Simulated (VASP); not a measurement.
Crystal: ZrAl3B3N.

```
Zr Al B N
1.0
     4.91914    0.00000    0.00000
    -2.45957    4.26010    0.00000
     0.00000    0.00000    5.67893
Zr Al B N
1 3 3 1
Cartesian
  0.0000 0.0000 2.8395
  2.9181 0.0000 0.0000
  -1.4590 2.5271 0.0000
  1.0005 1.7330 0.0000
  2.9983 0.0000 2.8395
  -1.4991 2.5966 2.8395
  0.9604 1.6635 2.8395
  0.0000 0.0000 0.0000
```

The cell was generated, and may not be a known phase.

```yaml
Program: VASP 6.6.1
Task: relaxation of cell and atoms
Functional: PBE
Potentials_or_basis: VASP PAW PBE potentials, release 64 (Zr_sv, Al, B, N)
Cutoff: 600 eV
k_mesh: 3 × 3 × 2
Occupations: gaussian, width 0.15 eV
Spin: no spin polarisation
```

At the start: pressure 3.1 GPa; volume 14.88 Å³/atom.

**Question.** Where does the relaxation end?

**Answer.** Over 10 steps the energy falls by 1032.8 meV/atom and the volume is 12.33 Å³/atom (-17.1 %); space group P-62m (No. 189, to 0.1 Å) before and after.

Step by step:
```
step  energy change (eV)  largest force (eV/Å)  pressure (GPa)  volume (Å³)
   1              0.0000                7.1384            3.09       119.01
   2             -5.6217                1.3802          -18.34       122.99
   3             -6.0086                1.1871          -20.10       123.59
   4             -7.4421                1.7550           15.97        91.87
   5             -8.1372                0.5771           -2.74       101.71
   6             -8.1372                0.5320           -3.30       102.13
   7             -8.2541                0.2466           -0.43        99.16
   8             -8.2582                0.1875            0.24        98.58
   9             -8.2582                0.1805            0.31        98.51
  10             -8.2626                0.0627           -0.24        98.68
```

Final structure:
```xyz
8
Lattice="5.0245 0.0000 0.0000 -2.5122 4.3513 0.0000 0.0000 0.0000 4.5133" Properties=species:S:1:pos:R:3 pbc="T T T"
Zr    0.0000    0.0000    2.2567
Al    3.1271    0.0000    0.0000
Al   -1.5636    2.7082    0.0000
Al    0.9487    1.6432    0.0000
B     2.5573    0.0000    2.2567
B     3.7458    2.2147    2.2567
B     1.2336    2.1367    2.2567
N     0.0000    0.0000    0.0000
```

Caveat: the k points lie up to 0.70 Å⁻¹ apart in the final cell, too coarse for converged energies and pressures of a metal; the volume moved by over 15 % at a fixed basis, so the end points are rough; an odd number of electrons without spin polarisation forces a metal; a magnetic or distorted state may lie lower; the relaxation stopped at a loose force limit of 0.08 eV/Å, so its end isn't a converged minimum.
